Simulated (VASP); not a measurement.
Write the native input for VASP 6.6.1 that does the following.

* Task: single point
* Functional: PBE
* Dispersion: D3(BJ)
* Potentials or basis: VASP PAW PBE potentials, release 64 (La, O)
* Cutoff: 600 eV
* k mesh: 7 × 7 × 4
* Occupations: gaussian, width 0.01 eV
* Spin: no spin polarisation
* Dipole correction: no
* Further INCAR settings: ALGO = Normal; EDIFF = 1e-06; NBANDS = 28

The structure of La2O3 lies in POSCAR:

```
La2O3
1.0
    3.9385668155      0.0000000000      0.0000000000
   -1.9692834078      3.4108989168      0.0000000000
    0.0000000000      0.0000000000      6.1792963551
La O
2 3
Direct
    0.6666666667      0.3333333333      0.7527475908
    0.3333333333      0.6666666667      0.2472524092
    0.6666666667      0.3333333333      0.3548777631
    0.3333333333      0.6666666667      0.6451222369
    0.0000000000      0.0000000000      0.0000000000
```

These files were run (other wordings do the same):

INCAR

```
SYSTEM = La2O3
PREC     = Accurate       ! precision mode
ENCUT    = 600            ! plane-wave cutoff, eV
EDIFF    = 1E-6           ! SCF threshold, eV
ISMEAR   = 0              ! smearing method
SIGMA    = 0.01           ! smearing width, eV
LREAL    = .FALSE.        ! projectors in reciprocal space
LASPH    = .TRUE.         ! aspherical terms in the spheres
NELM     = 200            ! most SCF steps
ALGO     = Normal         ! electronic algorithm
ISIF     = 2              ! what is computed and relaxed
LWAVE    = .FALSE.        ! write WAVECAR
LCHARG   = .FALSE.        ! write CHGCAR
GGA      = PE             ! functional
IVDW     = 12             ! dispersion correction
NBANDS   = 28             ! bands
GGA_COMPAT= .FALSE.      
LMAXMIX  = 6              ! l up to which the mixer works
```

KPOINTS

```
regular mesh
0
G
  7 7 4
  0 0 0
```

Potentials or basis: VASP PAW PBE potentials, release 64 (La, O).

Launch:

```sh
$ cat potpaw_PBE.64/La/POTCAR potpaw_PBE.64/O/POTCAR > POTCAR
$ mpirun -np 1 vasp_std > vasp.out
```

It gave:

```
Pressure                   : -2.7 GPa
Largest force              : 0.021 eV/Å
Band gap on the k mesh     : 3.90 eV (least direct gap 4.10 eV)
Dispersion energy per atom : -0.255 eV
```

Caveat: three body term missing; spin-orbit coupling is left out, which moves the levels of the heavy elements; an odd mesh through Γ misses points on the zone boundary, where band edges can lie.

Run time: 2.2 min on 1 thread of Intel Xeon 8259CL, on a shared host, peak memory 0.28 GiB.
